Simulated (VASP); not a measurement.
A run of VASP 6.6.1 is set up as follows.

The input INCAR:

```
PREC = Accurate
ENCUT = 600
EDIFF = 1E-6
ISMEAR = -1
SIGMA = 0.05
LREAL = False
LASPH = True
NELM = 150
ALGO = Normal
ISIF = 3
LWAVE = False
LCHARG = False
LMAXMIX = 4
LDAU = True
LDAUTYPE = 2
LDAUL = 2 -1
LDAUU = 3 0
LDAUJ = 0 0
LDAUPRINT = 1
GGA = PS
IBRION = 2
NSW = 60
EDIFFG = -0.01
```

Contents of KPOINTS:

```
Automatic mesh
0
Gamma
  11 11 11
```

File POSCAR:

```
TiC
1.0
    0.0000000000      2.1657188437      2.1657188437
    2.1657188437      0.0000000000      2.1657188437
    2.1657188437      2.1657188437      0.0000000000
Ti C
1 1
Direct
    0.0000000000      0.0000000000      0.0000000000
    0.5000000000      0.5000000000      0.5000000000
```

Potentials or basis: VASP PAW PBE potentials, release 64 (Ti_sv, C).

The run is started by

```bash
$ cat potpaw_PBE.64/Ti_sv/POTCAR potpaw_PBE.64/C/POTCAR > POTCAR
$ mpirun -np 1 vasp_std > vasp.out
```

(1) Predict the relaxed volume.

(2) Predict the space group after relaxing (to 0.05 Å).

Results:

(1) 10.24 Å³/atom.

(2) Fm-3m (No. 225).

Caveat: the PAW data sets were made with another functional, which shifts forces and pressure a little; U without spin polarisation on a metal has little footing; the U is typed as a test and isn't derived for this compound.
